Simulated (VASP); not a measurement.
# Ru (P6/mmm) in VASP: further runs

The runs below take Ru through single point, relaxation of cell and atoms, with PBE.

Program: VASP 6.6.1. These are calculated values, not measurements. Logs are shortened: lines on timing, memory, paths and dates and some standing lists are left out, and cuts for length are marked.

### 1 The cell of the first run

It takes space group P6/mmm (No. 191, hexagonal). The conventional cell has a = 4.211 Å, b = 4.211 Å, c = 2.646 Å, α = 90.00°, β = 90.00°, γ = 120.00°. Ru (site symmetry 6/mmm) has 14 Ru at 2.65 to 2.77 Å within 3.5 Å. Ru (site symmetry -6m2) has 11 Ru at 2.43 to 2.77 Å within 3.2 Å.

This isn't the form of Ru at room conditions, which is hcp.

### 2 Single point, PBE, collinear spin, ferromagnetic start (13.54 Å³/atom)

INCAR

```
SYSTEM = Ru
PREC = Accurate
ENCUT = 520
EDIFF = 1E-7
ISMEAR = -1
SIGMA = 0.05
LREAL = .False.
LASPH = .True.
NELM = 150
ALGO = Normal
ISIF = 2
LWAVE = .False.
LCHARG = .False.
ISPIN = 2
MAGMOM = 1 1 1
LORBIT = 11
LMAXMIX = 4
GGA = PE
NBANDS = 32
```

KPOINTS

```
Automatic mesh
0
Gamma
  11 11 15
  0 0 0
```

POSCAR

```
Ru
1.0
    4.2110844045      0.0000000000      0.0000000000
   -2.1055422022      3.6469060718      0.0000000000
    0.0000000000      0.0000000000      2.6457311233
Ru
3
Direct
    1.0000000000      1.0000000000      0.0000000000
    0.3333333333      0.6666666667      0.5000000000
    0.6666666667      0.3333333333      0.5000000000
```

Potentials or basis: VASP PAW PBE potentials, release 64 (Ru_pv).

Launch:

```sh
cat potpaw_PBE.64/Ru_pv/POTCAR > POTCAR
mpirun -np 1 vasp_std > vasp.out
```

OUTCAR:

```text
SYSTEM = Ru
   PREC = Accurate
   ENCUT = 520
   EDIFF = 1E-7
   ISMEAR = -1
   LREAL = .False.
   LASPH = .True.
   NELM = 150
   ISIF = 2
   ISPIN = 2
   LORBIT = 11
   GGA = PE

 ion  position               nearest neighbor table
   1  0.000  0.000  0.000-   2 2.77   3 2.77   2 2.77   3 2.77   2 2.77   2 2.77   3 2.77   3 2.77
                             3 2.77   3 2.77   2 2.77   2 2.77
   2  0.333  0.667  0.500-   3 2.43   3 2.43   3 2.43   1 2.77   1 2.77   1 2.77   1 2.77   1 2.77
                             1 2.77
   3  0.667  0.333  0.500-   2 2.43   2 2.43   2 2.43   1 2.77   1 2.77   1 2.77   1 2.77   1 2.77
                             1 2.77

  LATTYP: Found a hexagonal cell.
 ALAT       =     4.2110844045
 C/A-ratio  =     0.6282778660

  Lattice vectors:

 A1 = (   4.2110844045,   0.0000000000,   0.0000000000)
 A2 = (  -2.1055422022,   3.6469060718,   0.0000000000)
 A3 = (   0.0000000000,   0.0000000000,   2.6457311233)

Analysis of symmetry for initial positions (statically):
=====================================================================
 Subroutine PRICEL returns:
 Original cell was already a primitive cell.

 Routine SETGRP: Setting up the symmetry group for a
 hexagonal supercell.

 Subroutine GETGRP returns: Found 24 space group operations
 (whereof 24 operations were pure point group operations)
 out of a pool of 24 trial point group operations.

The static configuration has the point symmetry D_6h.

Analysis of symmetry for dynamics (positions and initial velocities):
=====================================================================
 Subroutine PRICEL returns:
 Original cell was already a primitive cell.

 Routine SETGRP: Setting up the symmetry group for a
 hexagonal supercell.

 Subroutine GETGRP returns: Found 24 space group operations
 (whereof 24 operations were pure point group operations)
 out of a pool of 24 trial point group operations.

The dynamic configuration has the point symmetry D_6h.

Analysis of structural, dynamic, and magnetic symmetry:
=====================================================================
 Subroutine PRICEL returns:
 Original cell was already a primitive cell.

 Routine SETGRP: Setting up the symmetry group for a
 hexagonal supercell.

 Subroutine GETGRP returns: Found 24 space group operations
 (whereof 24 operations were pure point group operations)
 out of a pool of 24 trial point group operations.

The overall configuration has the point symmetry D_6h.

 Subroutine INISYM returns: Found 24 space group operations
 (whereof 24 operations are pure point group operations),
 and found     1 'primitive' translations

----------------------------------------------------------------------------------------

                                     Primitive cell

  volume of cell :      40.6316

  direct lattice vectors                    reciprocal lattice vectors
     4.211084405  0.000000000  0.000000000     0.237468524  0.137102517  0.000000000
    -2.105542202  3.646906072  0.000000000     0.000000000  0.274205033  0.000000000
     0.000000000  0.000000000  2.645731123     0.000000000  0.000000000  0.377967357

  length of vectors
     4.211084405  4.211084404  2.645731123     0.274205033  0.274205033  0.377967357

  position of ions in fractional coordinates (direct lattice)
     0.000000000  0.000000000  0.000000000
     0.333333333  0.666666667  0.500000000
     0.666666667  0.333333333  0.500000000

  ion indices of the primitive-cell ions
   primitive index   ion index
                 1           1
                 2           2
                 3           3

----------------------------------------------------------------------------------------

 KPOINTS: Automatic mesh

Automatic generation of k-mesh.
 Grid dimensions read from file:
 generate k-points for:   11   11   15

 Generating k-lattice:

  Cartesian coordinates                     Fractional coordinates (reciprocal lattice)
     0.021588048  0.012463865  0.000000000     0.090909091  0.000000000  0.000000000
     0.000000000  0.024927730  0.000000000     0.000000000  0.090909091  0.000000000
     0.000000000  0.000000000  0.025197824     0.000000000  0.000000000  0.066666667

  Length of vectors
     0.024927730  0.024927730  0.025197824

  Shift w.r.t. Gamma in fractional coordinates (k-lattice)
     0.000000000  0.000000000  0.000000000

 Subroutine IBZKPT returns following result:
 ===========================================

 Found    128 irreducible k-points:

 Following reciprocal coordinates:
            Coordinates               Weight
  0.000000  0.000000  0.000000      1.000000
  0.090909  0.000000  0.000000      6.000000
  0.181818  0.000000  0.000000      6.000000
  0.272727  0.000000  0.000000      6.000000
  0.363636  0.000000  0.000000      6.000000
  0.454545  0.000000  0.000000      6.000000
[... 16 lines left out ...]
  0.090909  0.090909  0.066667     12.000000
  0.181818  0.090909  0.066667     24.000000
 [... further k-points ...]
   k-points           NKPTS =    128   k-points in BZ     NKDIM =    128   number of bands    NBANDS=     32
   number of dos      NEDOS =    301   number of ions     NIONS =      3
   total plane-waves  NPLWV =  20480
   dimension x,y,z NGX =    32 NGY =   32 NGZ =   20
   dimension x,y,z NGXF=    64 NGYF=   64 NGZF=   40
   ions per type =               3
   NGX,Y,Z   is equivalent  to a cutoff of  12.63, 12.63, 12.57 a.u.
   NGXF,Y,Z  is equivalent  to a cutoff of  25.27, 25.27, 25.13 a.u.
 SYSTEM =  Ru
   PREC   = accura    normal or accurate (medium, high low for compatibility)
   ISTART =      0    job   : 0-new  1-cont  2-samecut
   ICHARG =      2    charge: 1-file 2-atom 10-const
   ISPIN  =      2    spin polarized calculation?
   LNONCOLLINEAR =      F non collinear calculations
   LSORBIT =      F    spin-orbit coupling
   LASPH  =      T    aspherical Exc in radial PAW
   ENCUT  =  520.0 eV  38.22 Ry    6.18 a.u.   7.83  7.83  4.92*2*pi/ulx,y,z
   NELM   =    150;   NELMIN=  2; NELMDL= -5     # of ELM steps
   EDIFF  = 0.1E-06   stopping-criterion for ELM
   LREAL  =      F    real-space projection
   EDIFFG = 0.1E-05   stopping-criterion for IOM
   NSW    =      0    number of steps for IOM
   IBRION =     -1    ionic relax: 0-MD 1-quasi-New 2-CG
   NFREE  =      0    steps in history (QN), initial steepest desc. (CG)
   ISIF   =      2    stress and relaxation
   ISYM   =      2    0-nonsym 1-usesym 2-fastsym
   POTIM  = 0.5000    time-step for ionic-motion
   TEBEG  =    0.0;   TEEND  =   0.0 temperature during run
   PSTRESS=    0.0 pullay stress
   NELECT =      42.0000    total number of electrons
   NUPDOWN=      -1.0000    fix difference up-down
   EMIN   =  10.00;   EMAX   =-10.00  energy-range for DOS
   EFERMI =   0.00;   METHOD = LEGACY
   ISMEAR =    -1;   SIGMA  =   0.05  broadening in eV -4-tet -1-fermi 0-gaus
   EFERMI_NEDOS =   21; number of points for ismear=-14 and -15
   IALGO  =     38    algorithm
   IMIX   =      4    mixing-type and parameters
     AMIX     =   0.40;   BMIX     =  1.00
     AMIX_MAG =   1.60;   BMIX_MAG =  1.00
  volume/ion in A,a.u.               =      13.54        91.40
  Fermi-wavevector in a.u.,A,eV,Ry     =   1.655274  3.128014 37.279031  2.739931
  Thomas-Fermi vector in A             =   2.743398
   LORBIT       =     11    0 simple, 1 ext, 2 COOP (PROOUT), +10 PAW based schemes
   GGA     = PE    functional components
   LHFCALC =     F    Hartree Fock is set to
   AEXX    =    0.0000 exact exchange contribution
   IVDW    =     0    specifies the selected vdW correction
   LEPSILON=     F    determine dielectric tensor
   LRPA    =     F    only Hartree local field effects (RPA)
 spin polarized calculation
  energy-cutoff  :      520.00
  volume of cell :       40.63
 maximum number of plane-waves:      1107
 NGX is ok and might be reduce to    32
   NGX = 15   NGY = 15   NGZ =  9

 number of electron      41.9999994 magnetization       0.0000667

 number of electron      41.9999994 magnetization      -0.0000246

 Free energy of the ion-electron system (eV)
  ---------------------------------------------------
  ext. energy  EPLUGINS =         0.00000000
  ---------------------------------------------------
  free energy    TOTEN  =       -26.87340385 eV

  energy without entropy =      -26.84508146  energy(sigma->0) =      -26.85924265

 E-fermi :  13.0769     XC(G=0): -14.1162

 val. band max:       13.0731314186   @ k =   0.1818   0.1818   0.0667
 cond. band min:      13.0863884585   @ k =   0.2727   0.1818   0.4667
 fundamental gap:      0.0132570399
 Fermi energy:        13.0769377533

 spin component 1

 k-point     1 :       0.0000    0.0000    0.0000
  band No.  band energies     occupation
      1     -30.6238      1.00000
      2     -30.6238      1.00000
      3     -30.2047      1.00000
      4     -30.2047      1.00000
      5     -29.8947      1.00000
      6     -29.6131      1.00000
[... 24 lines left out ...]
     31      23.3750      0.00000
     32      23.4035      0.00000

 k-point     2 :       0.0909    0.0000    0.0000
  band No.  band energies     occupation
      1     -30.6486      1.00000
      2     -30.6288      1.00000
      3     -30.1744      1.00000
      4     -30.1682      1.00000
      5     -29.8879      1.00000
      6     -29.6168      1.00000
[... 24 lines left out ...]
     31      23.4661      0.00000
     32      23.9950      0.00000
[... 733 lines left out ...]
     31      23.6781      0.00000
     32      24.0677      0.00000

 k-point    24 :       0.1818    0.0909    0.0667
  band No.  band energies     occupation
      1     -30.7250      1.00000
      2     -30.6158      1.00000
      3     -30.0399      1.00000
      4     -30.0272      1.00000
      5     -29.8701      1.00000
      6     -29.7726      1.00000
[... 24 lines left out ...]
     31      23.8719      0.00000
     32      24.9980      0.00000

 [... further k-points ...]

 spin component 2

 k-point     1 :       0.0000    0.0000    0.0000
  band No.  band energies     occupation
      1     -30.6238      1.00000
      2     -30.6238      1.00000
      3     -30.2047      1.00000
      4     -30.2047      1.00000
      5     -29.8947      1.00000
      6     -29.6131      1.00000
[... 24 lines left out ...]
     31      23.3748      0.00000
     32      23.4035      0.00000

 k-point     2 :       0.0909    0.0000    0.0000
  band No.  band energies     occupation
      1     -30.6486      1.00000
      2     -30.6288      1.00000
      3     -30.1744      1.00000
      4     -30.1682      1.00000
      5     -29.8879      1.00000
      6     -29.6168      1.00000
[... 24 lines left out ...]
     31      23.4660      0.00000
     32      23.9950      0.00000
[... 733 lines left out ...]
     31      23.6781      0.00000
     32      24.0677      0.00000

 k-point    24 :       0.1818    0.0909    0.0667
  band No.  band energies     occupation
      1     -30.7250      1.00000
      2     -30.6158      1.00000
      3     -30.0400      1.00000
      4     -30.0272      1.00000
      5     -29.8701      1.00000
      6     -29.7726      1.00000
[... 24 lines left out ...]
     31      23.8719      0.00000
     32      24.9980      0.00000

 [... further k-points ...]

------------------------ aborting loop because EDIFF is reached ----------------------------------------

  FORCE on cell =-STRESS in cart. coord.  units (eV):
  Direction    XX          YY          ZZ          XY          YZ          ZX
  --------------------------------------------------------------------------------------
  -------------------------------------------------------------------------------------
  Total        3.4813613      3.4813613      3.1374514      0.0000000     -0.0000000      0.0000000
  in kB      137.2762626    137.2762626    123.7152832      0.0000000     -0.0000000      0.0000000
  external PRESSURE =     132.7559361 kB  Pullay stress =       0.0000000 kB

 VOLUME and BASIS-vectors are now :
 -----------------------------------------------------------------------------
  energy-cutoff  :      520.00
  volume of cell :       40.63
      direct lattice vectors                 reciprocal lattice vectors
     4.211084405  0.000000000  0.000000000     0.237468524  0.137102517  0.000000000
    -2.105542202  3.646906072  0.000000000     0.000000000  0.274205033  0.000000000
     0.000000000  0.000000000  2.645731123     0.000000000  0.000000000  0.377967357

 POSITION                                       TOTAL-FORCE (eV/Angst)
 -----------------------------------------------------------------------------------
      0.00000      0.00000      0.00000         0.000000      0.000000      0.000000
     -0.00000      2.43127      1.32287         0.000000     -0.000000     -0.000000
      2.10554      1.21564      1.32287        -0.000000      0.000000      0.000000
 -----------------------------------------------------------------------------------
    total drift:                               -0.000000      0.000000      0.000000

  FREE ENERGIE OF THE ION-ELECTRON SYSTEM (eV)
  ---------------------------------------------------
  free  energy   TOTEN  =       -26.8734038452 eV

  energy  without entropy=      -26.8450814623  energy(sigma->0) =      -26.85924265

 total charge

# of ion       s       p       d       tot
------------------------------------------
    1        0.384   6.293   5.940  12.618
    2        0.424   6.324   6.017  12.765
    3        0.424   6.324   6.017  12.765
--------------------------------------------------
tot          1.233  18.942  17.974  38.149

 magnetization (x)

# of ion       s       p       d       tot
------------------------------------------
    1       -0.000  -0.000  -0.000  -0.000
    2        0.000   0.000   0.000   0.000
    3        0.000   0.000   0.000   0.000
--------------------------------------------------
tot          0.000   0.000  -0.000  -0.000
```

It took 5.8 min on 1 thread of Intel Xeon 8259CL, shared host; peak memory 0.33 GiB.

Results:

```
Free energy                                           : -26.8734 eV
Pressure                                              : 13.3 GPa
Band gap on the k mesh                                : zero (filled and empty bands overlap)
Net moment                                            : 0.00 μB per cell
Valence electrons inside the program's atomic spheres : Ru 12.62, 12.77 (each value once)
```

Stress tensor (GPa, compression positive):
```
13.73  0.00  0.00
 0.00 13.73  0.00
 0.00  0.00 12.37
```

Caveat: the cell stands under pressure.

[end of part 1 of 2]
